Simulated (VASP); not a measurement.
# C (Fd-3m) in VASP: single point with PBE

Aim: the single point of C with PBE.

Program: VASP 6.6.1. These are calculated values, not measurements. Logs are shortened: lines on timing, memory, paths and dates and some standing lists are left out, and cuts for length are marked.

### Step 1. The cell of the first run

The structure is cubic, space group Fd-3m (No. 227). The conventional cell has a = 3.550 Å, b = 3.550 Å, c = 3.550 Å, α = 90.00°, β = 90.00°, γ = 90.00°. C (site symmetry -43m) has 4 C at 1.54 Å within 2.0 Å.

### Step 2. Single point, PBE

The input, INCAR:

```
ALGO = Normal
EDIFF = 1E-7
ENCUT = 520
GGA = PE
ISIF = 2
ISMEAR = 0
LASPH = T
LCHARG = F
LREAL = F
LWAVE = F
NBANDS = 11
NELM = 60
PREC = Accurate
SIGMA = 0.05
```

The input, KPOINTS:

```
k-points
0
Gamma
  20 20 20
```

The input, POSCAR:

```
C
1.0
    0.0000000000      1.7750000000      1.7750000000
    1.7750000000      0.0000000000      1.7750000000
    1.7750000000      1.7750000000      0.0000000000
C
2
Direct
    0.7500000000      0.7500000000      0.7500000000
    0.5000000000      0.5000000000      0.5000000000
```

Potentials or basis: VASP PAW PBE potentials, release 64 (C).

Command:

```sh
> cat potpaw_PBE.64/C/POTCAR > POTCAR
> mpirun -np 1 vasp_std > vasp.out
```

OUTCAR:

```text
EDIFF = 1E-7
   ENCUT = 520
   GGA = PE
   ISIF = 2
   ISMEAR = 0
   LASPH = T
   LREAL = F
   NELM = 60
   PREC = Accurate

 ion  position               nearest neighbor table
   1  0.750  0.750  0.750-   2 1.54   2 1.54   2 1.54   2 1.54
   2  0.500  0.500  0.500-   1 1.54   1 1.54   1 1.54   1 1.54

  LATTYP: Found a face centered cubic cell.
 ALAT       =     3.5500000000

  Lattice vectors:

 A1 = (   0.0000000000,   1.7750000000,   1.7750000000)
 A2 = (   1.7750000000,   0.0000000000,   1.7750000000)
 A3 = (   1.7750000000,   1.7750000000,   0.0000000000)

Analysis of symmetry for initial positions (statically):
=====================================================================
 Subroutine PRICEL returns:
 Original cell was already a primitive cell.

 Routine SETGRP: Setting up the symmetry group for a
 face centered cubic supercell.

 Subroutine GETGRP returns: Found 48 space group operations
 (whereof 24 operations were pure point group operations)
 out of a pool of 48 trial point group operations.

The static configuration has the point symmetry T_d .
 The point group associated with its full space group is O_h .

Analysis of symmetry for dynamics (positions and initial velocities):
=====================================================================
 Subroutine PRICEL returns:
 Original cell was already a primitive cell.

 Routine SETGRP: Setting up the symmetry group for a
 face centered cubic supercell.

 Subroutine GETGRP returns: Found 48 space group operations
 (whereof 24 operations were pure point group operations)
 out of a pool of 48 trial point group operations.

The dynamic configuration has the point symmetry T_d .
 The point group associated with its full space group is O_h .

 Subroutine INISYM returns: Found 48 space group operations
 (whereof 24 operations are pure point group operations),
 and found     1 'primitive' translations

----------------------------------------------------------------------------------------

                                     Primitive cell

  volume of cell :      11.1847

  direct lattice vectors                    reciprocal lattice vectors
     0.000000000  1.775000000  1.775000000    -0.281690141  0.281690141  0.281690141
     1.775000000  0.000000000  1.775000000     0.281690141 -0.281690141  0.281690141
     1.775000000  1.775000000  0.000000000     0.281690141  0.281690141 -0.281690141

  length of vectors
     2.510229073  2.510229073  2.510229073     0.487901636  0.487901636  0.487901636

  position of ions in fractional coordinates (direct lattice)
     0.750000000  0.750000000  0.750000000
     0.500000000  0.500000000  0.500000000

  ion indices of the primitive-cell ions
   primitive index   ion index
                 1           1
                 2           2

----------------------------------------------------------------------------------------

 KPOINTS: k-points

Automatic generation of k-mesh.
 Grid dimensions read from file:
 generate k-points for:   20   20   20

 Generating k-lattice:

  Cartesian coordinates                     Fractional coordinates (reciprocal lattice)
    -0.014084507  0.014084507  0.014084507     0.050000000  0.000000000  0.000000000
     0.014084507 -0.014084507  0.014084507     0.000000000  0.050000000  0.000000000
     0.014084507  0.014084507 -0.014084507     0.000000000  0.000000000  0.050000000

  Length of vectors
     0.024395082  0.024395082  0.024395082

  Shift w.r.t. Gamma in fractional coordinates (k-lattice)
     0.000000000  0.000000000  0.000000000

 Subroutine IBZKPT returns following result:
 ===========================================

 Found    256 irreducible k-points:

 Following reciprocal coordinates:
            Coordinates               Weight
  0.000000  0.000000  0.000000      1.000000
  0.050000  0.000000  0.000000      8.000000
  0.100000  0.000000  0.000000      8.000000
  0.150000  0.000000  0.000000      8.000000
  0.200000  0.000000  0.000000      8.000000
  0.250000  0.000000  0.000000      8.000000
[... 16 lines left out ...]
 -0.400000  0.050000  0.000000     24.000000
 -0.350000  0.050000  0.000000     24.000000
 [... further k-points ...]
   k-points           NKPTS =    256   k-points in BZ     NKDIM =    256   number of bands    NBANDS=     11
   number of dos      NEDOS =    301   number of ions     NIONS =      2
   total plane-waves  NPLWV =   8000
   dimension x,y,z NGX =    20 NGY =   20 NGZ =   20
   dimension x,y,z NGXF=    40 NGYF=   40 NGZF=   40
   ions per type =               2
   NGX,Y,Z   is equivalent  to a cutoff of  13.25, 13.25, 13.25 a.u.
   NGXF,Y,Z  is equivalent  to a cutoff of  26.49, 26.49, 26.49 a.u.
 SYSTEM =  unknown system
   PREC   = accura    normal or accurate (medium, high low for compatibility)
   ISTART =      0    job   : 0-new  1-cont  2-samecut
   ICHARG =      2    charge: 1-file 2-atom 10-const
   ISPIN  =      1    spin polarized calculation?
   LNONCOLLINEAR =      F non collinear calculations
   LSORBIT =      F    spin-orbit coupling
   LASPH  =      T    aspherical Exc in radial PAW
   ENCUT  =  520.0 eV  38.22 Ry    6.18 a.u.   4.67  4.67  4.67*2*pi/ulx,y,z
   NELM   =     60;   NELMIN=  2; NELMDL= -5     # of ELM steps
   EDIFF  = 0.1E-06   stopping-criterion for ELM
   LREAL  =      F    real-space projection
   EDIFFG = 0.1E-05   stopping-criterion for IOM
   NSW    =      0    number of steps for IOM
   IBRION =     -1    ionic relax: 0-MD 1-quasi-New 2-CG
   NFREE  =      0    steps in history (QN), initial steepest desc. (CG)
   ISIF   =      2    stress and relaxation
   ISYM   =      2    0-nonsym 1-usesym 2-fastsym
   POTIM  = 0.5000    time-step for ionic-motion
   TEBEG  =    0.0;   TEEND  =   0.0 temperature during run
   PSTRESS=    0.0 pullay stress
   NELECT =       8.0000    total number of electrons
   NUPDOWN=      -1.0000    fix difference up-down
   EMIN   =  10.00;   EMAX   =-10.00  energy-range for DOS
   EFERMI =   0.00;   METHOD = LEGACY
   ISMEAR =     0;   SIGMA  =   0.05  broadening in eV -4-tet -1-fermi 0-gaus
   EFERMI_NEDOS =   21; number of points for ismear=-14 and -15
   IALGO  =     38    algorithm
   IMIX   =      4    mixing-type and parameters
     AMIX     =   0.40;   BMIX     =  1.00
     AMIX_MAG =   1.60;   BMIX_MAG =  1.00
  volume/ion in A,a.u.               =       5.59        37.74
  Fermi-wavevector in a.u.,A,eV,Ry     =   1.464074  2.766699 29.164275  2.143514
  Thomas-Fermi vector in A             =   2.580094
   LORBIT       =      0    0 simple, 1 ext, 2 COOP (PROOUT), +10 PAW based schemes
   GGA     = PE    functional components
   LHFCALC =     F    Hartree Fock is set to
   AEXX    =    0.0000 exact exchange contribution
   IVDW    =     0    specifies the selected vdW correction
   LEPSILON=     F    determine dielectric tensor
   LRPA    =     F    only Hartree local field effects (RPA)
 non-spin polarized calculation
 Gauss-broadening in eV      SIGMA  =   0.05
  energy-cutoff  :      520.00
  volume of cell :       11.18
 maximum number of plane-waves:       313
   NGX =  9   NGY =  9   NGZ =  9

 number of electron       7.9999999 magnetization

 Free energy of the ion-electron system (eV)
  ---------------------------------------------------
  ext. energy  EPLUGINS =         0.00000000
  ---------------------------------------------------
  free energy    TOTEN  =       -18.17943118 eV

  energy without entropy =      -18.17943118  energy(sigma->0) =      -18.17943118

 E-fermi :  10.1450     XC(G=0): -13.3219

 val. band max:        9.9353146924   @ k =   0.0000   0.0000   0.0000
 cond. band min:      14.1001487189   @ k =   0.3500   0.3500   0.0000
 fundamental gap:      4.1648340265
 Fermi energy:        10.1449565424

 k-point     1 :       0.0000    0.0000    0.0000
  band No.  band energies     occupation
      1     -11.7327      2.00000
      2       9.9353      2.00000
      3       9.9353      2.00000
      4       9.9353      2.00000
      5      15.5641      0.00000
      6      15.5641      0.00000
      7      15.5641      0.00000
      8      23.5923      0.00000
      9      29.4107      0.00000
     10      36.6253      0.00000
     11      36.6253      0.00000

 k-point     2 :       0.0500    0.0000    0.0000
  band No.  band energies     occupation
      1     -11.6627      2.00000
      2       9.4451      2.00000
      3       9.8096      2.00000
      4       9.8096      2.00000
      5      15.7281      0.00000
      6      15.7281      0.00000
      7      15.8698      0.00000
      8      23.6483      0.00000
      9      29.5325      0.00000
     10      35.3871      0.00000
     11      35.3871      0.00000

 k-point     3 :       0.1000    0.0000    0.0000
  band No.  band energies     occupation
      1     -11.4531      2.00000
      2       8.2410      2.00000
      3       9.4819      2.00000
      4       9.4819      2.00000
      5      16.1599      0.00000
      6      16.1599      0.00000
      7      16.5313      0.00000
      8      23.8142      0.00000
      9      29.8583      0.00000
     10      34.0684      0.00000
     11      34.0684      0.00000

 k-point     4 :       0.1500    0.0000    0.0000
  band No.  band energies     occupation
      1     -11.1047      2.00000
      2       6.6932      2.00000
      3       9.0494      2.00000
      4       9.0494      2.00000
      5      16.7286      0.00000
      6      16.7286      0.00000
      7      17.2158      0.00000
      8      24.0809      0.00000
      9      30.2731      0.00000
     10      33.0961      0.00000
     11      33.0961      0.00000

 k-point     5 :       0.2000    0.0000    0.0000
  band No.  band energies     occupation
      1     -10.6195      2.00000
      2       5.0040      2.00000
      3       8.5936      2.00000
      4       8.5936      2.00000
      5      17.3051      0.00000
      6      17.3051      0.00000
      7      17.7841      0.00000
      8      24.4249      0.00000
      9      30.6258      0.00000
     10      32.5403      0.00000
     11      32.5403      0.00000
[... 211 lines left out ...]
 k-point    21 :       0.5000    0.0500    0.0000
  band No.  band energies     occupation
      1      -5.8985      2.00000
      2      -3.4457      2.00000
      3       6.8541      2.00000
      4       6.9655      2.00000
      5      18.3233      0.00000
      6      18.6929      0.00000
      7      19.2009      0.00000
      8      25.7574      0.00000
      9      31.7413      0.00000
     10      34.4114      0.00000
     11      35.9920      0.00000

 k-point    22 :      -0.4500    0.0500    0.0000
  band No.  band energies     occupation
      1      -6.1041      2.00000
      2      -3.2019      2.00000
      3       6.7723      2.00000
      4       7.0772      2.00000
      5      18.4327      0.00000
      6      18.5844      0.00000
      7      19.1857      0.00000
      8      25.7560      0.00000
      9      31.7006      0.00000
     10      34.5003      0.00000
     11      35.3500      0.00000

 k-point    23 :      -0.4000    0.0500    0.0000
  band No.  band energies     occupation
      1      -7.0281      2.00000
      2      -2.0123      2.00000
      3       6.7822      2.00000
      4       7.2761      2.00000
      5      18.4559      0.00000
      6      18.5327      0.00000
      7      19.1178      0.00000
      8      25.6371      0.00000
      9      31.4545      0.00000
     10      34.1356      0.00000
     11      34.7086      0.00000

 k-point    24 :      -0.3500    0.0500    0.0000
  band No.  band energies     occupation
      1      -8.0112      2.00000
      2      -0.5413      2.00000
      3       6.8860      2.00000
      4       7.5563      2.00000
      5      18.2822      0.00000
      6      18.5919      0.00000
      7      18.9897      0.00000
      8      25.4042      0.00000
      9      31.2129      0.00000
     10      32.9386      0.00000
     11      34.5313      0.00000

 [... further k-points ...]
[... 5 lines left out ...]
  --------------------------------------------------------------------------------------
  -------------------------------------------------------------------------------------
  Total        0.6199999      0.6199999      0.6199999     -0.0000000     -0.0000000     -0.0000000
  in kB       88.8131156     88.8131156     88.8131156     -0.0000000     -0.0000000     -0.0000000
  external PRESSURE =      88.8131156 kB  Pullay stress =       0.0000000 kB

 VOLUME and BASIS-vectors are now :
 -----------------------------------------------------------------------------
  energy-cutoff  :      520.00
  volume of cell :       11.18
      direct lattice vectors                 reciprocal lattice vectors
     0.000000000  1.775000000  1.775000000    -0.281690141  0.281690141  0.281690141
     1.775000000  0.000000000  1.775000000     0.281690141 -0.281690141  0.281690141
     1.775000000  1.775000000  0.000000000     0.281690141  0.281690141 -0.281690141

 POSITION                                       TOTAL-FORCE (eV/Angst)
 -----------------------------------------------------------------------------------
      2.66250      2.66250      2.66250        -0.000000     -0.000000     -0.000000
      1.77500      1.77500      1.77500         0.000000      0.000000      0.000000
 -----------------------------------------------------------------------------------
    total drift:                                0.000000     -0.000000      0.000000

  FREE ENERGIE OF THE ION-ELECTRON SYSTEM (eV)
  ---------------------------------------------------
  free  energy   TOTEN  =       -18.1794311850 eV

  energy  without entropy=      -18.1794311850  energy(sigma->0) =      -18.17943118
```

It took 11 s on 1 thread of Intel Xeon 6975P-C (Granite Rapids), shared host; peak memory 0.13 GiB.

What came out:

```yaml
Free_energy: -18.1794 eV
Pressure: 8.9 GPa
Band_gap_on_the_k_mesh: 4.16 eV, indirect (least direct gap 5.63 eV)
```

Levels at points of the mesh, in eV from the valence-band top:
```
           k point  band 2  band 3  band 4  band 5  band 6  band 7
(0.00, 0.00, 0.00)    0.00    0.00    0.00    5.63    5.63    5.63
(0.50, 0.00, 0.00)  -13.53   -2.84   -2.84    8.52    8.52    9.04
(0.50, 0.50, 0.00)  -12.86   -6.38   -6.38    4.79    4.79   17.02
```

A k mesh can miss the band edges. Expect the measured gap to be larger: semilocal functionals such as PBE lack the derivative discontinuity.
